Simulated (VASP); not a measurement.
# AlN (AlN (P6_3mc)) in VASP: notebook, part 2 of 3

VASP 6.6.1. The steps go on from the part before.

### Step 3. Single point, r2SCAN

This run uses another cell than the first one: it holds 8 atoms, not 4.

POSCAR

```
AlN
1.0
    3.1297569546      0.0000000309      0.0000000000
   -1.5648785040      2.7104490149      0.0000000000
    0.0000000000      0.0000000000     10.0348065900
Al N
4 4
Direct
    0.6671048057      0.3329323772      0.2500123903
    0.3329323772      0.6671048057      0.5000123903
    0.6671048057      0.3329323772      0.7500123903
    0.3329323772      0.6671048057      0.0000123903
    0.6639230877      0.3360397294      0.4399876097
    0.3360397294      0.6639230877      0.1899876097
    0.6639230877      0.3360397294      0.9399876097
    0.3360397294      0.6639230877      0.6899876097
```

INCAR.step1

```
SYSTEM = AlN
PREC     = Accurate       ! precision mode
ENCUT    = 520            ! plane-wave cutoff, eV
ISMEAR   = -1             ! smearing method
SIGMA    = 0.01           ! smearing width, eV
LREAL    = .False.        ! projectors in reciprocal space
LASPH    = .True.         ! aspherical terms in the spheres
NELM     = 80             ! most SCF steps
NBANDS   = 26             ! bands
GGA      = PE             ! functional
ALGO     = Normal         ! electronic algorithm
EDIFF    = 1E-4           ! SCF threshold, eV
LWAVE    = .True.         ! write WAVECAR
LCHARG   = .False.        ! write CHGCAR
```

INCAR.step2

```
SYSTEM = AlN
PREC     = Accurate       ! precision mode
ENCUT    = 520            ! plane-wave cutoff, eV
EDIFF    = 1E-6           ! SCF threshold, eV
ISMEAR   = -1             ! smearing method
SIGMA    = 0.01           ! smearing width, eV
LREAL    = .False.        ! projectors in reciprocal space
LASPH    = .True.         ! aspherical terms in the spheres
NELM     = 80             ! most SCF steps
ALGO     = Normal         ! electronic algorithm
ISIF     = 2              ! what is computed and relaxed
LWAVE    = .False.        ! write WAVECAR
LCHARG   = .True.         ! write CHGCAR
METAGGA  = R2SCAN         ! meta-GGA
LMIXTAU  = .True.       
LELF     = .True.         ! ELF
LVHAR    = .True.       
NBANDS   = 26             ! bands
ISTART   = 1
```

KPOINTS

```
Automatic mesh
0
Gamma
  2 2 1
  0.25 0.25 0.25
```

Potentials or basis: VASP PAW PBE potentials, release 64 (Al, N).

Command:

```bash
> cat potpaw_PBE.64/Al/POTCAR potpaw_PBE.64/N/POTCAR > POTCAR
> cp INCAR.step1 INCAR
> mpirun -np 1 vasp_std > vasp.out
> cp INCAR.step2 INCAR
> mpirun -np 1 vasp_std > vasp.out
```

OUTCAR:

```text
SYSTEM = AlN
   PREC = Accurate
   ENCUT = 520
   EDIFF = 1E-6
   ISMEAR = -1
   LREAL = .False.
   LASPH = .True.
   NELM = 80
   ISIF = 2
   METAGGA = R2SCAN
   ISTART = 1

 ion  position               nearest neighbor table
   1  0.667  0.333  0.250-   6 1.89   5 1.91   6 1.91   6 1.91   4 3.09   2 3.09   2 3.09   4 3.09
                             4 3.09   2 3.09
   2  0.333  0.667  0.500-   5 1.89   8 1.91   5 1.91   5 1.91   1 3.09   3 3.09   3 3.09   1 3.09
                             3 3.09   1 3.09
   3  0.667  0.333  0.750-   8 1.89   7 1.91   8 1.91   8 1.91   4 3.09   2 3.09   2 3.09   4 3.09
                             4 3.09   2 3.09
   4  0.333  0.667  0.000-   7 1.89   6 1.91   7 1.91   7 1.91   1 3.09   3 3.09   3 3.09   1 3.09
                             3 3.09   1 3.09
   5  0.664  0.336  0.440-   2 1.89   1 1.91   2 1.91   2 1.91
   6  0.336  0.664  0.190-   1 1.89   4 1.91   1 1.91   1 1.91
   7  0.664  0.336  0.940-   4 1.89   3 1.91   4 1.91   4 1.91
   8  0.336  0.664  0.690-   3 1.89   2 1.91   3 1.91   3 1.91
[... 7 lines left out ...]
 A1 = (   3.1297569546,   0.0000000309,   0.0000000000)
 A2 = (  -1.5648785040,   2.7104490149,   0.0000000000)
 A3 = (   0.0000000000,   0.0000000000,  10.0348065900)

[... 199 lines left out ...]
      1      -9.5835      2.00000
      2      -9.1803      2.00000
      3      -8.5196      2.00000
      4      -7.9565      2.00000
      5       0.5177      2.00000
      6       1.3694      2.00000
[... 395 lines left out ...]
     25      17.7947      0.00000
     26      18.1337      0.00000

------------------------ aborting loop because EDIFF is reached ----------------------------------------

  FORCE on cell =-STRESS in cart. coord.  units (eV):
  Direction    XX          YY          ZZ          XY          YZ          ZX
  --------------------------------------------------------------------------------------
  -------------------------------------------------------------------------------------
  Total       -3.4587877     -3.9662855     -1.1688638     -0.4395060     -0.0017826     -0.0010292
  in kB      -65.0988955    -74.6506658    -21.9995406     -8.2720753     -0.0335500     -0.0193700
  external PRESSURE =     -53.9163673 kB  Pullay stress =       0.0000000 kB

 VOLUME and BASIS-vectors are now :
 -----------------------------------------------------------------------------
  energy-cutoff  :      520.00
  volume of cell :       85.13
      direct lattice vectors                 reciprocal lattice vectors
     3.129756955  0.000000031  0.000000000     0.319513626  0.184471282  0.000000000
    -1.564878504  2.710449015  0.000000000    -0.000000004  0.368942559  0.000000000
     0.000000000  0.000000000 10.034806590     0.000000000  0.000000000  0.099653141

 POSITION                                       TOTAL-FORCE (eV/Angst)
 -----------------------------------------------------------------------------------
      1.56688      0.90240      2.50883         0.114339     -0.067872      0.015621
     -0.00194      1.80815      5.01753        -0.115948      0.065085      0.015621
      1.56688      0.90240      7.52623         0.114339     -0.067872      0.015621
     -0.00194      1.80815      0.00012        -0.115948      0.065085      0.015621
      1.55206      0.91082      4.41519         0.185934     -0.105491     -0.015621
      0.01276      1.79953      1.90649        -0.184324      0.108278     -0.015621
      1.55206      0.91082      9.43259         0.185934     -0.105491     -0.015621
      0.01276      1.79953      6.92389        -0.184324      0.108278     -0.015621
 -----------------------------------------------------------------------------------
    total drift:                                0.000001      0.000003     -0.047528

  FREE ENERGIE OF THE ION-ELECTRON SYSTEM (eV)
  ---------------------------------------------------
  free  energy   TOTEN  =       -77.6279490313 eV

  energy  without entropy=      -77.6279490313  energy(sigma->0) =      -77.62794903
```

OUTCAR.step1:

```text
SYSTEM = AlN
   PREC = Accurate
   ENCUT = 520
   ISMEAR = -1
   LREAL = .False.
   LASPH = .True.
   NELM = 80
[... 656 lines left out ...]
      0.01276      1.79953      1.90649        -0.177587      0.104337     -0.010680
      1.55206      0.91082      9.43259         0.179152     -0.101626     -0.010680
      0.01276      1.79953      6.92389        -0.177587      0.104337     -0.010680
 -----------------------------------------------------------------------------------
    total drift:                                0.000009      0.000015      0.000968

  FREE ENERGIE OF THE ION-ELECTRON SYSTEM (eV)
  ---------------------------------------------------
  free  energy   TOTEN  =       -60.3281726910 eV

  energy  without entropy=      -60.3281726910  energy(sigma->0) =      -60.32817269
```

It took 62 s on 1 thread of Intel Xeon Platinum 8488C (Sapphire Rapids), shared host; peak memory 0.21 GiB.

What came out:

- Free energy: -77.6279 eV
- Pressure: -5.4 GPa
- Largest force: 0.214 eV/Å
- Band gap on the k mesh: 6.38 eV

Forces in eV/Å, atoms in the order of the input:
```
Al   0.114 -0.068  0.016
Al  -0.116  0.065  0.016
Al   0.114 -0.068  0.016
Al  -0.116  0.065  0.016
N    0.186 -0.105 -0.016
N   -0.184  0.108 -0.016
N    0.186 -0.105 -0.016
N   -0.184  0.108 -0.016
```

Caveat: the k points lie up to 1.16 Å⁻¹ apart; the PAW data sets were made with another functional, which shifts forces and pressure a little. A k mesh can miss the band edges.

### Step 4. Single point, PBE

This run uses another cell than the first one: it holds 16 atoms, not 4.

INCAR

```
PREC = Accurate
ENCUT = 520
EDIFF = 1E-6
ISMEAR = 0
SIGMA = 0.01
LREAL = Auto
LASPH = T
NELM = 80
ALGO = Normal
ISIF = 2
LWAVE = F
LCHARG = T
GGA = PE
LELF = T
LVHAR = T
NBANDS = 46
ISYM = 0
```

KPOINTS

```
Automatic mesh
0
Gamma
  1 1 2
  0.25 0.25 0.25
```

POSCAR

```
AlN
1.0
    6.2595139092      0.0000000618      0.0000000000
   -3.1297570081      5.4208980298      0.0000000000
    0.0000000000      0.0000000000      5.0174032950
Al N
8 8
Direct
    0.3335524029      0.1664661886      0.5000247806
    0.1664661886      0.3335524029      1.0000247806
    0.3335524029      0.6664661886      0.5000247806
    0.1664661886      0.8335524029      1.0000247806
    0.8335524029      0.1664661886      0.5000247806
    0.6664661886      0.3335524029      1.0000247806
    0.8335524029      0.6664661886      0.5000247806
    0.6664661886      0.8335524029      1.0000247806
    0.3319615438      0.1680198647      0.8799752194
    0.1680198647      0.3319615438      0.3799752194
    0.3319615438      0.6680198647      0.8799752194
    0.1680198647      0.8319615438      0.3799752194
    0.8319615438      0.1680198647      0.8799752194
    0.6680198647      0.3319615438      0.3799752194
    0.8319615438      0.6680198647      0.8799752194
    0.6680198647      0.8319615438      0.3799752194
```

Potentials or basis: VASP PAW PBE potentials, release 64 (Al, N).

Command:

```bash
> cat potpaw_PBE.64/Al/POTCAR potpaw_PBE.64/N/POTCAR > POTCAR
> mpirun -np 1 vasp_std > vasp.out
```

OUTCAR:

```text
PREC = Accurate
   ENCUT = 520
   EDIFF = 1E-6
   ISMEAR = 0
   LREAL = Auto
   LASPH = T
   NELM = 80
   ISIF = 2
   GGA = PE
   ISYM = 0

 ion  position               nearest neighbor table
   1  0.334  0.166  0.500-  10 1.89   9 1.91  14 1.91  12 1.91   4 3.09   4 3.09   6 3.09   6 3.09
                             2 3.09   2 3.09   3 3.13   3 3.13   5 3.13   5 3.13   7 3.13   7 3.13
   2  0.166  0.334  0.000-   9 1.89  10 1.91  11 1.91  13 1.91   3 3.09   3 3.09   5 3.09   5 3.09
                             1 3.09   1 3.09   4 3.13   4 3.13   6 3.13   6 3.13   8 3.13   8 3.13
   3  0.334  0.666  0.500-  12 1.89  11 1.91  16 1.91  10 1.91   2 3.09   2 3.09   8 3.09   8 3.09
                             4 3.09   4 3.09   1 3.13   1 3.13   7 3.13   7 3.13   5 3.13   5 3.13
   4  0.166  0.834  0.000-  11 1.89  12 1.91   9 1.91  15 1.91   1 3.09   1 3.09   7 3.09   7 3.09
                             3 3.09   3 3.09   2 3.13   2 3.13   8 3.13   8 3.13   6 3.13   6 3.13
   5  0.834  0.166  0.500-  14 1.89  13 1.91  10 1.91  16 1.91   8 3.09   8 3.09   2 3.09   2 3.09
                             6 3.09   6 3.09   7 3.13   7 3.13   1 3.13   1 3.13   3 3.13   3 3.13
   6  0.666  0.334  0.000-  13 1.89  14 1.91  15 1.91   9 1.91   7 3.09   7 3.09   1 3.09   1 3.09
                             5 3.09   5 3.09   8 3.13   8 3.13   2 3.13   2 3.13   4 3.13   4 3.13
   7  0.834  0.666  0.500-  16 1.89  15 1.91  12 1.91  14 1.91   6 3.09   6 3.09   4 3.09   4 3.09
                             8 3.09   8 3.09   5 3.13   5 3.13   3 3.13   3 3.13   1 3.13   1 3.13
   8  0.666  0.834  0.000-  15 1.89  16 1.91  13 1.91  11 1.91   5 3.09   5 3.09   3 3.09   3 3.09
                             7 3.09   7 3.09   6 3.13   6 3.13   4 3.13   4 3.13   2 3.13   2 3.13
   9  0.332  0.168  0.880-   2 1.89   1 1.91   4 1.91   6 1.91
  10  0.168  0.332  0.380-   1 1.89   2 1.91   5 1.91   3 1.91
  11  0.332  0.668  0.880-   4 1.89   3 1.91   2 1.91   8 1.91
  12  0.168  0.832  0.380-   3 1.89   4 1.91   7 1.91   1 1.91
  13  0.832  0.168  0.880-   6 1.89   5 1.91   8 1.91   2 1.91
  14  0.668  0.332  0.380-   5 1.89   6 1.91   1 1.91   7 1.91
  15  0.832  0.668  0.880-   8 1.89   7 1.91   6 1.91   4 1.91
  16  0.668  0.832  0.380-   7 1.89   8 1.91   3 1.91   5 1.91

IMPORTANT INFORMATION: All symmetrisations will be switched off!
NOSYMM: (Re-)initialisation of all symmetry stuff for point group C_1.

[... 144 lines left out ...]
 maximum number of plane-waves:      4583
 NGX is ok and might be reduce to    48

 number of electron      63.9999993 magnetization

 Free energy of the ion-electron system (eV)
  ---------------------------------------------------
  ext. energy  EPLUGINS =         0.00000000
  ---------------------------------------------------
  free energy    TOTEN  =      -120.65767403 eV

  energy without entropy =     -120.65767403  energy(sigma->0) =     -120.65767403

 E-fermi :   5.6694     XC(G=0): -10.8436

 val. band max:        5.5610974587   @ k =  -0.2500  -0.2500   0.1250
 cond. band min:      11.2965359317   @ k =  -0.2500   0.5000   0.1250
 fundamental gap:      5.7354384729
 Fermi energy:         5.6694305477

 k-point     1 :       0.2500    0.2500    0.1250
  band No.  band energies     occupation
      1      -8.5432      2.00000
      2      -7.9114      2.00000
      3      -7.9114      2.00000
      4      -6.8886      2.00000
      5      -6.8845      2.00000
      6      -6.6382      2.00000
[... 553 lines left out ...]
     43      14.7798      0.00000
     44      14.8956      0.00000
 [bands above 44 left out]

------------------------ aborting loop because EDIFF is reached ----------------------------------------

  FORCE on cell =-STRESS in cart. coord.  units (eV):
  Direction    XX          YY          ZZ          XY          YZ          ZX
  --------------------------------------------------------------------------------------
  -------------------------------------------------------------------------------------
  Total       -1.7722477     -2.8086676      2.6300946     -0.8975426     -0.0038634     -0.0022183
  in kB      -16.6780069    -26.4313942     24.7509056     -8.4464612     -0.0363570     -0.0208757
  external PRESSURE =      -6.1194985 kB  Pullay stress =       0.0000000 kB

 VOLUME and BASIS-vectors are now :
 -----------------------------------------------------------------------------
  energy-cutoff  :      520.00
  volume of cell :      170.25
      direct lattice vectors                 reciprocal lattice vectors
     6.259513909  0.000000062  0.000000000     0.159756813  0.092235641  0.000000000
    -3.129757008  5.420898030  0.000000000    -0.000000002  0.184471279  0.000000000
     0.000000000  0.000000000  5.017403295     0.000000000  0.000000000  0.199306283

 POSITION                                       TOTAL-FORCE (eV/Angst)
 -----------------------------------------------------------------------------------
      1.56688      0.90240      2.50883         0.116992     -0.069375      0.011566
     -0.00194      1.80815      0.00012        -0.118568      0.066615      0.011576
      0.00200      3.61285      2.50883         0.116977     -0.069363      0.011570
     -1.56682      4.51860      0.00012        -0.118569      0.066608      0.011588
      4.69663      0.90240      2.50883         0.116956     -0.069379      0.011571
      3.12782      1.80815      0.00012        -0.118558      0.066624      0.011592
[... 8 lines left out ...]
      3.11694      3.62127      4.41519         0.179064     -0.101554     -0.011554
      1.57764      4.50998      1.90649        -0.177511      0.104290     -0.011581
 -----------------------------------------------------------------------------------
    total drift:                               -0.000311     -0.000469      0.016440

  FREE ENERGIE OF THE ION-ELECTRON SYSTEM (eV)
  ---------------------------------------------------
  free  energy   TOTEN  =      -120.6576740287 eV

  energy  without entropy=     -120.6576740287  energy(sigma->0) =     -120.65767403
```

OSZICAR:

```text
N       E                     dE             d eps       ncg     rms          rms(c)
DAV:   1     0.257318342410E+03    0.25732E+03   -0.29655E+04  1104   0.125E+03
DAV:   2    -0.114228825693E+03   -0.37155E+03   -0.35488E+03  1440   0.255E+02
DAV:   3    -0.138379617849E+03   -0.24151E+02   -0.24009E+02  1432   0.688E+01
DAV:   4    -0.138665474696E+03   -0.28586E+00   -0.28538E+00  1352   0.832E+00
DAV:   5    -0.138670248128E+03   -0.47734E-02   -0.47717E-02  1394   0.106E+00    0.238E+01
DAV:   6    -0.120627875211E+03    0.18042E+02   -0.69751E+01  1344   0.323E+01    0.835E+00
DAV:   7    -0.120706851613E+03   -0.78976E-01   -0.24362E+00  1320   0.633E+00    0.563E+00
DAV:   8    -0.120668361553E+03    0.38490E-01   -0.25088E-01  1346   0.277E+00    0.801E-01
DAV:   9    -0.120655833019E+03    0.12529E-01   -0.61343E-02  1352   0.942E-01    0.452E-01
DAV:  10    -0.120657945477E+03   -0.21125E-02   -0.82001E-03  1336   0.352E-01    0.230E-01
DAV:  11    -0.120657665979E+03    0.27950E-03   -0.97150E-04  1344   0.128E-01    0.551E-02
DAV:  12    -0.120657674671E+03   -0.86922E-05   -0.34246E-05  1312   0.294E-02    0.224E-02
DAV:  13    -0.120657673542E+03    0.11295E-05   -0.96928E-06  1320   0.137E-02    0.120E-02
DAV:  14    -0.120657674029E+03   -0.48696E-06   -0.35123E-06  1056   0.913E-03
   1 F= -.12065767E+03 E0= -.12065767E+03  d E =-.855262E-54
```

stdout:

```text
POSCAR found type information on POSCAR AlN
 POSCAR found :  2 types and      16 ions
 scaLAPACK will be used
 LDA part: xc-table for (Slater+PW92), standard interpolation
 POSCAR, INCAR and KPOINTS ok, starting setup
 FFT: planning ... GRIDC
 FFT: planning ... GRID_SOFT
 FFT: planning ... GRID
 WAVECAR not read
 entering main loop
```

Run time: 1.8 min. Hardware: 1 thread of Intel Xeon Platinum 8488C (Sapphire Rapids), shared host; peak memory 0.3 GiB.

Results:

- Free energy: -120.6577 eV
- Pressure: -0.6 GPa
- Largest force: 0.206 eV/Å
- Band gap on the k mesh: 5.74 eV

Forces in eV/Å, atoms in the order of the input:
```
Al   0.117 -0.069  0.012
Al  -0.119  0.067  0.012
Al   0.117 -0.069  0.012
Al  -0.119  0.067  0.012
Al   0.117 -0.069  0.012
Al  -0.119  0.067  0.012
Al   0.117 -0.069  0.012
Al  -0.119  0.067  0.012
N    0.179 -0.102 -0.012
N   -0.177  0.104 -0.012
N    0.179 -0.102 -0.012
N   -0.177  0.104 -0.012
N    0.179 -0.102 -0.012
N   -0.177  0.104 -0.012
N    0.179 -0.102 -0.012
N   -0.178  0.104 -0.012
```

Stress tensor (GPa, compression positive):
```
-1.67 -0.84  0.00
-0.84 -2.64  0.00
 0.00  0.00  2.48
```

Levels at points of the mesh, in eV from the valence-band top:
```tsv
k point	band 29	band 30	band 31	band 32	band 33	band 34	band 35	band 36
(0.25, 0.25, 0.12)	-0.37	-0.37	-0.26	0.00	5.79	6.35	6.80	6.80
```

Caveat: the k points lie up to 1.16 Å⁻¹ apart.

(Part 2 of 3 ends here.)
